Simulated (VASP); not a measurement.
# Pt in VASP: a series of runs, part 2 of 2

VASP 6.6.1.

**3. Single point, PBEsol**

This run uses another cell than the first one.

Contents of INCAR:

```
PREC = Accurate
ENCUT = 520
EDIFF = 1E-6
ISMEAR = -1
SIGMA = 0.1
LREAL = False
LASPH = True
NELM = 80
ALGO = Normal
ISIF = 2
LWAVE = False
LCHARG = False
LDIPOL = True
IDIPOL = 3
DIPOL = 0.5 0.5 0.500
GGA = PS
NBANDS = 33
```

Contents of KPOINTS:

```
regular mesh
0
Gamma
  12 9 1
```

Contents of POSCAR:

```
Pt
1.0
    2.7716650196      0.0000000000      0.0000000000
    0.0000000000      3.9197262610      0.0000000000
    0.0000000000      0.0000000000     21.5433000000
Pt
5
Direct
    0.0000000000      0.0000000000      0.3713444543
    0.5000000000      0.5000000000      0.4356722270
    0.0000000000      0.0000000000      0.5000000000
    0.5000000000      0.5000000000      0.5643277730
    0.0000000000      0.0000000000      0.6286555457
```

Potentials or basis: VASP PAW PBE potentials, release 64 (Pt).

Launch:

```
$ cat potpaw_PBE.64/Pt/POTCAR > POTCAR
$ mpirun -np 1 vasp_std > vasp.out
```

OUTCAR:

```text
PREC = Accurate
   ENCUT = 520
   EDIFF = 1E-6
   ISMEAR = -1
   LREAL = False
   LASPH = True
   NELM = 80
   ISIF = 2
   GGA = PS

 ion  position               nearest neighbor table
   1  0.000  0.000  0.371-   2 2.77   2 2.77   2 2.77   2 2.77   3 2.77
   2  0.500  0.500  0.436-   1 2.77   1 2.77   1 2.77   1 2.77   3 2.77   3 2.77   3 2.77   3 2.77
                             4 2.77
   3  0.000  0.000  0.500-   1 2.77   5 2.77   4 2.77   2 2.77   2 2.77   4 2.77   2 2.77   4 2.77
                             2 2.77   4 2.77
   4  0.500  0.500  0.564-   5 2.77   5 2.77   5 2.77   5 2.77   3 2.77   3 2.77   3 2.77   3 2.77
                             2 2.77
   5  0.000  0.000  0.629-   4 2.77   4 2.77   4 2.77   4 2.77   3 2.77

  LATTYP: Found a simple orthorhombic cell.
 ALAT       =     2.7716650196
 B/A-ratio  =     1.4142135623
 C/A-ratio  =     7.7726925323

  Lattice vectors:

 A1 = (   2.7716650196,   0.0000000000,   0.0000000000)
 A2 = (   0.0000000000,   3.9197262610,   0.0000000000)
 A3 = (   0.0000000000,   0.0000000000,  21.5433000000)

Analysis of symmetry for initial positions (statically):
=====================================================================
 Subroutine PRICEL returns:
 Original cell was already a primitive cell.

[... 188 lines left out ...]
      3      -6.6759      2.00000
      4      -6.1189      2.00000
      5      -5.6462      2.00000
      6      -5.2513      2.00000
[... 853 lines left out ...]
     32       4.4870      0.00000
     33       6.3281      0.00000

 [... further k-points ...]

------------------------ aborting loop because EDIFF is reached ----------------------------------------

 vacuum level on the upper side and lower side of the slab       (xc-potential included)        -0.169        -0.169

  FORCE on cell =-STRESS in cart. coord.  units (eV):
  Direction    XX          YY          ZZ          XY          YZ          ZX
  --------------------------------------------------------------------------------------
  -------------------------------------------------------------------------------------
  Total       -8.2927892     -5.7153781     -2.9447674     -0.0000000      0.0000000      0.0000000
  in kB      -56.7678572    -39.1243232    -20.1582523     -0.0000000      0.0000000      0.0000000
  external PRESSURE =     -38.6834775 kB  Pullay stress =       0.0000000 kB

 VOLUME and BASIS-vectors are now :
 -----------------------------------------------------------------------------
  energy-cutoff  :      520.00
  volume of cell :      234.05
      direct lattice vectors                 reciprocal lattice vectors
     2.771665020  0.000000000  0.000000000     0.360793961  0.000000000  0.000000000
     0.000000000  3.919726261  0.000000000     0.000000000  0.255119856  0.000000000
     0.000000000  0.000000000 21.543300000     0.000000000  0.000000000  0.046418144

 POSITION                                       TOTAL-FORCE (eV/Angst)
 -----------------------------------------------------------------------------------
      0.00000      0.00000      7.99998         0.000000     -0.000000      1.058299
      1.38583      1.95986      9.38582         0.000000      0.000000     -1.076383
      0.00000      0.00000     10.77165         0.000000      0.000000      0.000000
      1.38583      1.95986     12.15748         0.000000      0.000000      1.076383
      0.00000      0.00000     13.54332        -0.000000      0.000000     -1.058299
 -----------------------------------------------------------------------------------
    total drift:                                0.000000      0.000000     -0.000000

  FREE ENERGIE OF THE ION-ELECTRON SYSTEM (eV)
  ---------------------------------------------------
  free  energy   TOTEN  =       -31.6593546058 eV

  energy  without entropy=      -31.3471446396  energy(sigma->0) =      -31.50324962

 vacuum level on the upper side and lower side of the slab         5.149         5.149
```

stdout:

```text
POSCAR found type information on POSCAR Pt
 POSCAR found :  1 types and       5 ions
 scaLAPACK will be used
 -----------------------------------------------------------------------------
|                                                                             |
|                                                                             |
|     You enforced a specific xc type in the INCAR file but a different       |
|     I HOPE YOU KNOW WHAT YOU ARE DOING!                                     |
|                                                                             |
 -----------------------------------------------------------------------------

 LDA part: xc-table for (Slater+PW92), standard interpolation
 POSCAR, INCAR and KPOINTS ok, starting setup
 FFT: planning ... GRIDC
 FFT: planning ... GRID_SOFT
 FFT: planning ... GRID
 WAVECAR not read
 entering main loop
```

Wall time 14 min (1 thread of Intel Xeon 8259CL, shared host); peak memory 0.43 GiB.

Results:

* Free energy: -31.6594 eV
* Largest force: 1.076 eV/Å
* Band gap on the k mesh: zero (bands 25 and 26 overlap by 0.66 eV)

Forces on the atoms (eV/Å):
```
Pt   0.000  0.000  1.058
Pt   0.000  0.000 -1.076
Pt   0.000  0.000  0.000
Pt   0.000  0.000  1.076
Pt   0.000  0.000 -1.058
```

Caveat: the PAW data sets were made with another functional, which shifts forces and pressure a little; spin-orbit coupling is left out, which moves the levels of the heavy elements.

**4. Single point, PBEsol**

This run uses another cell than the first one.

Contents of INCAR:

```
SYSTEM = Pt
PREC = Accurate ; ENCUT = 520
EDIFF = 1E-6 ; ISMEAR = -1
SIGMA = 0.1 ; LREAL = .False.
LASPH = .True. ; NELM = 100
ALGO = Normal ; ISIF = 2
LWAVE = .False. ; LCHARG = .False.
LDIPOL = .True. ; IDIPOL = 3
DIPOL = 0.5 0.5 0.500 ; GGA = PS
NBANDS = 33
```

Contents of KPOINTS:

```
Automatic mesh
0
Gamma
  12 9 1
  0 0 0
```

Contents of POSCAR:

```
Pt
1.0
    2.7716650196      0.0000000000      0.0000000000
    0.0000000000      3.9197262610      0.0000000000
    0.0000000000      0.0000000000     21.5433000000
Pt
5
Direct
    0.0000000000      0.0000000000      0.3775261929
    0.5000000000      0.5000000000      0.4317546603
    0.0000000000      0.0000000000      0.5000000018
    0.5000000000      0.5000000000      0.5682453384
    0.0000000000      0.0000000000      0.6224738066
```

Launch:

```
$ cat potpaw_PBE.64/Pt/POTCAR > POTCAR
$ mpirun -np 1 vasp_std > vasp.out
```

Wall time 13 min (1 thread of Intel Xeon 8259CL, shared host); peak memory 0.43 GiB.

It converged, with:

| Item | Value |
| --- | --- |
| Free energy | -31.8962 eV |
| Largest force | 0.024 eV/Å |
| Band gap on the k mesh | zero (bands 25 and 26 overlap by 0.88 eV) |

Forces in eV/Å, atoms in the order of the input:
```
Pt   0.000  0.000  0.024
Pt   0.000  0.000  0.002
Pt   0.000  0.000  0.000
Pt   0.000  0.000 -0.002
Pt   0.000  0.000 -0.024
```

Levels at points of the mesh, in eV from the Fermi level:
```tsv
k point	band 22	band 23	band 24	band 25	band 26	band 27	band 28	band 29
(0.00, 0.00, 0.00)	-1.32	-1.11	-0.62	-0.21	-0.03	0.14	0.54	1.76
(0.50, 0.00, 0.00)	-0.02	0.11	0.30	0.53	1.94	2.15	2.35	2.38
```

Caveat: the PAW data sets were made with another functional, which shifts forces and pressure a little; spin-orbit coupling is left out, which moves the levels of the heavy elements.

**5. The runs side by side**

| cell | gap on the mesh (eV) | largest force (eV/Å) |
| --- | --- | --- |
| a = 2.772, b = 3.920, c = 12.277 Å, 5 atoms, atomic positions A | none | 0.02 |
| a = 2.772, b = 3.920, c = 21.543 Å, 5 atoms, atomic positions B | none | 1.08 |
| a = 2.772, b = 3.920, c = 21.543 Å, 5 atoms, atomic positions A | none | 0.02 |

Alike in all rows: task single point; level PBEsol; potentials or basis VASP PAW PBE potentials, release 64 (Pt); no spin polarisation; k mesh 12 × 9 × 1; cutoff (eV) 520; smearing fermi-dirac 0.1 eV.

Caveats: the PAW data sets were made with another functional, which shifts forces and pressure a little; spin-orbit coupling is left out, which moves the levels of the heavy elements.

Total energies depend on the potentials used, so only differences within one code and one set of settings carry meaning.
